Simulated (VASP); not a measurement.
Input of a VASP 6.6.1 run:

INCAR

```
SYSTEM = SnSe2
PREC = Accurate
ENCUT = 520
EDIFF = 1E-6
ISMEAR = 0
SIGMA = 0.05
LREAL = .False.
LASPH = .True.
NELM = 100
ALGO = Normal
ISIF = 2
LWAVE = .False.
LCHARG = .True.
GGA = PS
IVDW = 12
LELF = .True.
LVHAR = .True.
NBANDS = 20
```

KPOINTS

```
Automatic mesh
0
Gamma
  12 12 6
  0 0 0
```

Contents of POSCAR:

```
SnSe2
1.0
    3.5862871595      0.0000000000      0.0000000000
   -1.7931435797      3.1058157854      0.0000000000
    0.0000000000      0.0000000000      6.9301657311
Sn Se
1 2
Direct
    0.0000000000      0.0000000000      0.0000000000
    0.3333333333      0.6666666667      0.2500000000
    0.6666666667      0.3333333333      0.7500000000
```

Potentials or basis: VASP PAW PBE potentials, release 64 (Sn_d, Se).

Launch:

```console
$ cat potpaw_PBE.64/Sn_d/POTCAR potpaw_PBE.64/Se/POTCAR > POTCAR
$ mpirun -np 1 vasp_std > vasp.out
```

Problem. What does it give for the pressure?

Solution. 0.8 GPa.

Problem. Estimate the band gap on the k mesh.

Solution. Zero (band 13 reaches 4.61 eV, above the bottom of band 14 at 4.39 eV).

Problem. What does it give for the largest force?

Solution. 0.627 eV/Å.

Problem. Estimate the dispersion energy per atom.

Solution. -0.327 eV.

Stress tensor (GPa, compression positive):
```
 4.88  0.00  0.00
 0.00  4.88  0.00
 0.00  0.00 -7.44
```

Caveat: the PAW data sets were made with another functional, which shifts forces and pressure a little; spin-orbit coupling is left out, which moves the levels of the heavy elements.
